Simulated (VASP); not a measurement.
# Li2O (Fm-3m) in VASP: single point with r2SCAN

Aim: the single point of Li2O with r2SCAN.

All numbers are computed with VASP 6.6.1; they aren't measurements. Logs are shortened: lines on timing, memory, paths and dates and some standing lists are left out, and cuts for length are marked.

## Step 1: The cell of the first run

It takes space group Fm-3m (No. 225, cubic). Conventional cell: a = 4.580 Å, b = 4.580 Å, c = 4.580 Å, α = 90.00°, β = 90.00°, γ = 90.00°. Li (site symmetry -43m) has 4 O at 1.98 Å and 6 Li at 2.29 Å within 2.6 Å. Within 2.6 Å of O (site symmetry m-3m) lie 8 Li at 1.98 Å.

## Step 2: Single point, r2SCAN

Contents of POSCAR:

```
Li2O
1.0
    9.1597740000      0.0000000000      0.0000000000
    0.0000000000      9.1597740000      0.0000000000
    0.0000000000      0.0000000000      9.1597740000
Li O
64 32
Direct
    0.3750000000      0.1250000000      0.1250000000
    0.3750000000      0.1250000000      0.6250000000
    0.3750000000      0.6250000000      0.1250000000
    0.3750000000      0.6250000000      0.6250000000
    0.8750000000      0.1250000000      0.1250000000
    0.8750000000      0.1250000000      0.6250000000
    0.8750000000      0.6250000000      0.1250000000
    0.8750000000      0.6250000000      0.6250000000
    0.1250000000      0.3750000000      0.1250000000
    0.1250000000      0.3750000000      0.6250000000
    0.1250000000      0.8750000000      0.1250000000
    0.1250000000      0.8750000000      0.6250000000
    0.6250000000      0.3750000000      0.1250000000
    0.6250000000      0.3750000000      0.6250000000
    0.6250000000      0.8750000000      0.1250000000
    0.6250000000      0.8750000000      0.6250000000
    0.1250000000      0.1250000000      0.3750000000
    0.1250000000      0.1250000000      0.8750000000
    0.1250000000      0.6250000000      0.3750000000
    0.1250000000      0.6250000000      0.8750000000
    0.6250000000      0.1250000000      0.3750000000
    0.6250000000      0.1250000000      0.8750000000
    0.6250000000      0.6250000000      0.3750000000
    0.6250000000      0.6250000000      0.8750000000
    0.1250000000      0.1250000000      0.1250000000
    0.1250000000      0.1250000000      0.6250000000
    0.1250000000      0.6250000000      0.1250000000
    0.1250000000      0.6250000000      0.6250000000
    0.6250000000      0.1250000000      0.1250000000
    0.6250000000      0.1250000000      0.6250000000
    0.6250000000      0.6250000000      0.1250000000
    0.6250000000      0.6250000000      0.6250000000
    0.3750000000      0.3750000000      0.3750000000
    0.3750000000      0.3750000000      0.8750000000
    0.3750000000      0.8750000000      0.3750000000
    0.3750000000      0.8750000000      0.8750000000
    0.8750000000      0.3750000000      0.3750000000
    0.8750000000      0.3750000000      0.8750000000
    0.8750000000      0.8750000000      0.3750000000
    0.8750000000      0.8750000000      0.8750000000
    0.3750000000      0.3750000000      0.1250000000
    0.3750000000      0.3750000000      0.6250000000
    0.3750000000      0.8750000000      0.1250000000
    0.3750000000      0.8750000000      0.6250000000
    0.8750000000      0.3750000000      0.1250000000
    0.8750000000      0.3750000000      0.6250000000
    0.8750000000      0.8750000000      0.1250000000
    0.8750000000      0.8750000000      0.6250000000
    0.3750000000      0.1250000000      0.3750000000
    0.3750000000      0.1250000000      0.8750000000
    0.3750000000      0.6250000000      0.3750000000
    0.3750000000      0.6250000000      0.8750000000
    0.8750000000      0.1250000000      0.3750000000
    0.8750000000      0.1250000000      0.8750000000
    0.8750000000      0.6250000000      0.3750000000
    0.8750000000      0.6250000000      0.8750000000
    0.1250000000      0.3750000000      0.3750000000
    0.1250000000      0.3750000000      0.8750000000
    0.1250000000      0.8750000000      0.3750000000
    0.1250000000      0.8750000000      0.8750000000
    0.6250000000      0.3750000000      0.3750000000
    0.6250000000      0.3750000000      0.8750000000
    0.6250000000      0.8750000000      0.3750000000
    0.6250000000      0.8750000000      0.8750000000
    0.0000000000      0.0000000000      0.0000000000
    0.0000000000      0.0000000000      0.5000000000
    0.0000000000      0.5000000000      0.0000000000
    0.0000000000      0.5000000000      0.5000000000
    0.5000000000      0.0000000000      0.0000000000
    0.5000000000      0.0000000000      0.5000000000
    0.5000000000      0.5000000000      0.0000000000
    0.5000000000      0.5000000000      0.5000000000
    0.2500000000      0.2500000000      0.0000000000
    0.2500000000      0.2500000000      0.5000000000
    0.2500000000      0.7500000000      0.0000000000
    0.2500000000      0.7500000000      0.5000000000
    0.7500000000      0.2500000000      0.0000000000
    0.7500000000      0.2500000000      0.5000000000
    0.7500000000      0.7500000000      0.0000000000
    0.7500000000      0.7500000000      0.5000000000
    0.2500000000      0.0000000000      0.2500000000
    0.2500000000      0.0000000000      0.7500000000
    0.2500000000      0.5000000000      0.2500000000
    0.2500000000      0.5000000000      0.7500000000
    0.7500000000      0.0000000000      0.2500000000
    0.7500000000      0.0000000000      0.7500000000
    0.7500000000      0.5000000000      0.2500000000
    0.7500000000      0.5000000000      0.7500000000
    0.0000000000      0.2500000000      0.2500000000
    0.0000000000      0.2500000000      0.7500000000
    0.0000000000      0.7500000000      0.2500000000
    0.0000000000      0.7500000000      0.7500000000
    0.5000000000      0.2500000000      0.2500000000
    0.5000000000      0.2500000000      0.7500000000
    0.5000000000      0.7500000000      0.2500000000
    0.5000000000      0.7500000000      0.7500000000
```

Contents of INCAR.step1:

```
SYSTEM = Li2O
PREC = Accurate
ENCUT = 830
ISMEAR = -1
SIGMA = 0.05
LREAL = Auto
LASPH = .True.
NELM = 120
NBANDS = 246
ISYM = 0
GGA = PE
ALGO = Normal
EDIFF = 1E-5
LWAVE = .True.
LCHARG = .False.
GGA_COMPAT = .False.
NCORE = 4
```

Contents of INCAR.step2:

```
SYSTEM = Li2O
PREC = Accurate
ENCUT = 830
EDIFF = 1E-6
ISMEAR = -1
SIGMA = 0.05
LREAL = Auto
LASPH = .True.
NELM = 120
ALGO = Normal
ISIF = 2
LWAVE = .False.
LCHARG = .True.
METAGGA = R2SCAN
LMIXTAU = .True.
LELF = .True.
LVHAR = .True.
NBANDS = 246
ISYM = 0
ISTART = 1
GGA_COMPAT = .False.
NCORE = 4
```

Contents of KPOINTS:

```
Automatic mesh
0
Gamma
  1 1 1
  0.25 0.25 0.25
```

Potentials or basis: VASP PAW PBE potentials, release 64 (Li_sv, O).

Command:

```console
$ cat potpaw_PBE.64/Li_sv/POTCAR potpaw_PBE.64/O/POTCAR > POTCAR
$ cp INCAR.step1 INCAR
$ mpirun -np 4 vasp_std > vasp.out
$ cp INCAR.step2 INCAR
$ mpirun -np 4 vasp_std > vasp.out
```

OUTCAR:

```text
SYSTEM = Li2O
   PREC = Accurate
   ENCUT = 830
   EDIFF = 1E-6
   ISMEAR = -1
   LREAL = Auto
   LASPH = .True.
   NELM = 120
   ISIF = 2
   METAGGA = R2SCAN
   ISYM = 0
   ISTART = 1

 ion  position               nearest neighbor table
   1  0.375  0.125  0.125-  69 1.98  73 1.98  81 1.98  93 1.98  49 2.29  50 2.29  25 2.29  29 2.29
                            41 2.29  43 2.29
   2  0.375  0.125  0.625-  70 1.98  74 1.98  82 1.98  94 1.98  49 2.29  50 2.29  26 2.29  30 2.29
                            42 2.29  44 2.29
   3  0.375  0.625  0.125-  71 1.98  75 1.98  83 1.98  95 1.98  51 2.29  52 2.29  27 2.29  31 2.29
                            41 2.29  43 2.29
   4  0.375  0.625  0.625-  72 1.98  76 1.98  84 1.98  96 1.98  51 2.29  52 2.29  28 2.29  32 2.29
                            42 2.29  44 2.29
   5  0.875  0.125  0.125-  65 1.98  77 1.98  85 1.98  89 1.98  53 2.29  54 2.29  25 2.29  29 2.29
                            45 2.29  47 2.29
   6  0.875  0.125  0.625-  66 1.98  78 1.98  86 1.98  90 1.98  53 2.29  54 2.29  26 2.29  30 2.29
                            46 2.29  48 2.29
   7  0.875  0.625  0.125-  67 1.98  79 1.98  87 1.98  91 1.98  55 2.29  56 2.29  27 2.29  31 2.29
                            45 2.29  47 2.29
   8  0.875  0.625  0.625-  68 1.98  80 1.98  88 1.98  92 1.98  55 2.29  56 2.29  28 2.29  32 2.29
                            46 2.29  48 2.29
   9  0.125  0.375  0.125-  67 1.98  73 1.98  83 1.98  89 1.98  57 2.29  58 2.29  25 2.29  27 2.29
                            41 2.29  45 2.29
  10  0.125  0.375  0.625-  68 1.98  74 1.98  84 1.98  90 1.98  57 2.29  58 2.29  26 2.29  28 2.29
                            42 2.29  46 2.29
  11  0.125  0.875  0.125-  65 1.98  75 1.98  81 1.98  91 1.98  59 2.29  60 2.29  25 2.29  27 2.29
                            43 2.29  47 2.29
[... 164 lines left out ...]
  94  0.500  0.250  0.750-   2 1.98  14 1.98  22 1.98  30 1.98  34 1.98  42 1.98  50 1.98  62 1.98

  95  0.500  0.750  0.250-   3 1.98  15 1.98  23 1.98  31 1.98  35 1.98  43 1.98  51 1.98  63 1.98

  96  0.500  0.750  0.750-   4 1.98  16 1.98  24 1.98  32 1.98  36 1.98  44 1.98  52 1.98  64 1.98

IMPORTANT INFORMATION: All symmetrisations will be switched off!
NOSYMM: (Re-)initialisation of all symmetry stuff for point group C_1.

----------------------------------------------------------------------------------------

                                     Primitive cell

  volume of cell :     768.5184

  direct lattice vectors                    reciprocal lattice vectors
     9.159774000  0.000000000  0.000000000     0.109172999  0.000000000  0.000000000
     0.000000000  9.159774000  0.000000000     0.000000000  0.109172999  0.000000000
     0.000000000  0.000000000  9.159774000     0.000000000  0.000000000  0.109172999

  length of vectors
     9.159774000  9.159774000  9.159774000     0.109172999  0.109172999  0.109172999

  position of ions in fractional coordinates (direct lattice)
     0.375000000  0.125000000  0.125000000
     0.375000000  0.125000000  0.625000000
     0.375000000  0.625000000  0.125000000
     0.375000000  0.625000000  0.625000000
     0.875000000  0.125000000  0.125000000
     0.875000000  0.125000000  0.625000000
[... 88 lines left out ...]
     0.500000000  0.750000000  0.250000000
     0.500000000  0.750000000  0.750000000

  ion indices of the primitive-cell ions
   primitive index   ion index
                 1           1
                 2           2
                 3           3
                 4           4
                 5           5
                 6           6
[... 88 lines left out ...]
                95          95
                96          96

----------------------------------------------------------------------------------------

 KPOINTS: Automatic mesh

Automatic generation of k-mesh.
 Grid dimensions read from file:
 generate k-points for:    1    1    1
   k-points           NKPTS =      4   k-points in BZ     NKDIM =      4   number of bands    NBANDS=    246
   number of dos      NEDOS =    301   number of ions     NIONS =     96
   total plane-waves  NPLWV = 729000
   dimension x,y,z NGX =    90 NGY =   90 NGZ =   90
   dimension x,y,z NGXF=   180 NGYF=  180 NGZF=  180
   ions per type =              64  32
   NGX,Y,Z   is equivalent  to a cutoff of  16.33, 16.33, 16.33 a.u.
   NGXF,Y,Z  is equivalent  to a cutoff of  32.67, 32.67, 32.67 a.u.
 SYSTEM =  Li2O
   PREC   = accura    normal or accurate (medium, high low for compatibility)
   ISTART =      1    job   : 0-new  1-cont  2-samecut
   ICHARG =      0    charge: 1-file 2-atom 10-const
   ISPIN  =      1    spin polarized calculation?
   LNONCOLLINEAR =      F non collinear calculations
   LSORBIT =      F    spin-orbit coupling
   LASPH  =      T    aspherical Exc in radial PAW
   ENCUT  =  830.0 eV  61.00 Ry    7.81 a.u.  21.52 21.52 21.52*2*pi/ulx,y,z
   NELM   =    120;   NELMIN=  2; NELMDL=  0     # of ELM steps
   EDIFF  = 0.1E-05   stopping-criterion for ELM
   LREAL  =      T    real-space projection
   EDIFFG = 0.1E-04   stopping-criterion for IOM
   NSW    =      0    number of steps for IOM
   IBRION =     -1    ionic relax: 0-MD 1-quasi-New 2-CG
   NFREE  =      0    steps in history (QN), initial steepest desc. (CG)
   ISIF   =      2    stress and relaxation
   ISYM   =      0    0-nonsym 1-usesym 2-fastsym
   POTIM  = 0.5000    time-step for ionic-motion
   TEBEG  =    0.0;   TEEND  =   0.0 temperature during run
   PSTRESS=    0.0 pullay stress
   NELECT =     384.0000    total number of electrons
   NUPDOWN=      -1.0000    fix difference up-down
   EMIN   =  10.00;   EMAX   =-10.00  energy-range for DOS
   EFERMI =   0.00;   METHOD = LEGACY
   ISMEAR =    -1;   SIGMA  =   0.05  broadening in eV -4-tet -1-fermi 0-gaus
   EFERMI_NEDOS =   21; number of points for ismear=-14 and -15
   IALGO  =     38    algorithm
   IMIX   =      4    mixing-type and parameters
     AMIX     =   0.40;   BMIX     =  1.00
     AMIX_MAG =   1.60;   BMIX_MAG =  1.00
  volume/ion in A,a.u.               =       8.01        54.02
  Fermi-wavevector in a.u.,A,eV,Ry     =   1.299074  2.454893 22.961092  1.687593
  Thomas-Fermi vector in A             =   2.430361
   LORBIT       =      0    0 simple, 1 ext, 2 COOP (PROOUT), +10 PAW based schemes
   METAGGA = R2SCAN    functional components
   LHFCALC =     F    Hartree Fock is set to
   AEXX    =    0.0000 exact exchange contribution
   IVDW    =     0    specifies the selected vdW correction
   LEPSILON=     F    determine dielectric tensor
   LRPA    =     F    only Hartree local field effects (RPA)
 non-spin polarized calculation
  energy-cutoff  :      830.00
  volume of cell :      768.52
 maximum number of plane-waves:     41710
 NGX is ok and might be reduce to    90
   NGX = 43   NGY = 43   NGZ = 43

 number of electron     384.0000122 magnetization

 Free energy of the ion-electron system (eV)
  ---------------------------------------------------
  ext. energy  EPLUGINS =         0.00000000
  ---------------------------------------------------
  free energy    TOTEN  =      -538.98486088 eV

  energy without entropy =     -538.98486088  energy(sigma->0) =     -538.98486088

 E-fermi :   2.3803     XC(G=0): -10.3861

 val. band max:        0.9993932064   @ k =   0.2500   0.2500   0.2500
 cond. band min:       7.4084129019   @ k =  -0.2500   0.2500   0.2500
 fundamental gap:      6.4090196955
 Fermi energy:         2.3802648608

 k-point     1 :       0.2500    0.2500    0.2500
  band No.  band energies     occupation
      1     -43.1718      2.00000
      2     -43.1353      2.00000
      3     -43.1353      2.00000
      4     -43.1353      2.00000
      5     -43.1007      2.00000
      6     -43.1007      2.00000
[... 817 lines left out ...]
    203       8.8285      0.00000
    204       8.8285      0.00000
 [bands above 204 left out]

------------------------ aborting loop because EDIFF is reached ----------------------------------------

  FORCE on cell =-STRESS in cart. coord.  units (eV):
  Direction    XX          YY          ZZ          XY          YZ          ZX
  --------------------------------------------------------------------------------------
  -------------------------------------------------------------------------------------
  Total       -2.4506498     -2.4506493     -2.4506498     -0.0000001     -0.0000003      0.0000003
  in kB       -5.1090195     -5.1090184     -5.1090196     -0.0000002     -0.0000006      0.0000005
  external PRESSURE =      -5.1090192 kB  Pullay stress =       0.0000000 kB

 VOLUME and BASIS-vectors are now :
 -----------------------------------------------------------------------------
  energy-cutoff  :      830.00
  volume of cell :      768.52
      direct lattice vectors                 reciprocal lattice vectors
     9.159774000  0.000000000  0.000000000     0.109172999  0.000000000  0.000000000
     0.000000000  9.159774000  0.000000000     0.000000000  0.109172999  0.000000000
     0.000000000  0.000000000  9.159774000     0.000000000  0.000000000  0.109172999

 POSITION                                       TOTAL-FORCE (eV/Angst)
 -----------------------------------------------------------------------------------
      3.43492      1.14497      1.14497         0.004497     -0.004498     -0.004497
      3.43492      1.14497      5.72486         0.004498     -0.004497     -0.004498
      3.43492      5.72486      1.14497         0.004498     -0.004497     -0.004498
      3.43492      5.72486      5.72486         0.004498     -0.004498     -0.004498
      8.01480      1.14497      1.14497         0.004498     -0.004497     -0.004498
      8.01480      1.14497      5.72486         0.004498     -0.004497     -0.004497
[... 88 lines left out ...]
      4.57989      6.86983      2.28994         0.000000      0.000000      0.000000
      4.57989      6.86983      6.86983        -0.000000      0.000000      0.000000
 -----------------------------------------------------------------------------------
    total drift:                                0.000000      0.000001      0.000001

  FREE ENERGIE OF THE ION-ELECTRON SYSTEM (eV)
  ---------------------------------------------------
  free  energy   TOTEN  =      -538.9848608769 eV

  energy  without entropy=     -538.9848608769  energy(sigma->0) =     -538.98486088
```

Run time: 68 min. Hardware: 4 MPI ranks of AMD EPYC 7R43 (Zen 3), shared host; peak memory 0.61 GiB.

Results:

| Property | Result |
| --- | --- |
| Free energy | -538.9849 eV |
| Pressure | -0.5 GPa |
| Band gap on the k mesh | 6.41 eV |

Caveat: the PAW data sets were made with another functional, which shifts forces and pressure a little; a shifted mesh leaves out Γ, where band edges can lie.
